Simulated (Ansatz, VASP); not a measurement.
**ZnO: VASP beside Ansatz**

The input POSCAR:

```
ZnO
1.0
    3.2353408696      0.0000000000      0.0000000000
   -1.6176704348      2.8018873830      0.0000000000
    0.0000000000      0.0000000000      5.2109518453
Zn O
2 2
Direct
    0.3333333333      0.6666666667     -0.0023477531
    0.6666666667      0.3333333333      0.4976522469
    0.3333333333      0.6666666667      0.3773477531
    0.6666666667      0.3333333333      0.8773477531
```

Contents of INCAR.step1:

```
PREC = Accurate
ENCUT = 520
ISMEAR = 0
SIGMA = 0.01
LREAL = False
LASPH = True
NELM = 60
NBANDS = 26
GGA = PE
ALGO = Normal
EDIFF = 1E-4
LWAVE = True
LCHARG = False
```

INCAR.step2

```
PREC = Accurate
ENCUT = 520
EDIFF = 1E-7
ISMEAR = 0
SIGMA = 0.01
LREAL = False
LASPH = True
NELM = 60
ALGO = Normal
ISIF = 2
LWAVE = False
LCHARG = True
METAGGA = R2SCAN
LMIXTAU = True
LELF = True
LVHAR = True
NBANDS = 26
ISTART = 1
```

KPOINTS

```
Automatic mesh
0
Gamma
  12 12 6
```

Input for Ansatz:

```yaml
crystal:
  lattice:
    - [3.2353408696, 0.0, 0.0]
    - [-1.6176704348, 2.801887383, 0.0]
    - [0.0, 0.0, 5.2109518453]
  atoms:
    - { symbol: Zn, position: [0.3333333333, 0.6666666667, -0.0023477531] }
    - { symbol: Zn, position: [0.6666666667, 0.3333333333, 0.4976522469] }
    - { symbol: O, position: [0.3333333333, 0.6666666667, 0.3773477531] }
    - { symbol: O, position: [0.6666666667, 0.3333333333, 0.8773477531] }
kpoints:
  mp_grid: { grid: [12, 12, 6] }
  band_path:
    path:
      - [0.0, 0.0, 0.0]
      - [0.5, 0.0, 0.0]
      - [0.3333333333, 0.3333333333, 0.0]
      - [0.0, 0.0, 0.5]
      - [0.5, 0.0, 0.5]
      - [0.3333333333, 0.3333333333, 0.5]
    npoints: 1
hamiltonian:
  xc: r2scan
scf:
  occupations: { method: fixed }
  n_extra_bands: 5
output:
  forces: true
  stress: true
  eigenvalues: true
```

Alike in both runs: task single point; functional r2SCAN; k mesh 12 × 12 × 6; no spin polarisation.

|  | VASP | Ansatz |
| --- | --- | --- |
| version | VASP 6.6.1 | Ansatz 0.2.0 |
| potentials or method | VASP PAW PBE potentials, release 64 (Zn, O) | plane waves, PAW |
| plane-wave cutoff (eV) | 520 | 500 |
| occupations | gaussian, width 0.01 eV | fixed |
| valence electrons in the cell | 36 | 36 |

VASP gave:

| Item | Value |
| --- | --- |
| gap on the k mesh at the Fermi level (eV) | 1.23 |
| pressure (GPa) | 1.0 |
| traceless stress, the component that is largest in VASP (GPa) | 0.06 |

Which values does Ansatz return?

gap on the k mesh at the Fermi level (eV): 1.24; pressure (GPa): 0.0; traceless stress, the component that is largest in VASP (GPa): 0.00.

VASP's potentials were made for PBE, not for r2SCAN.
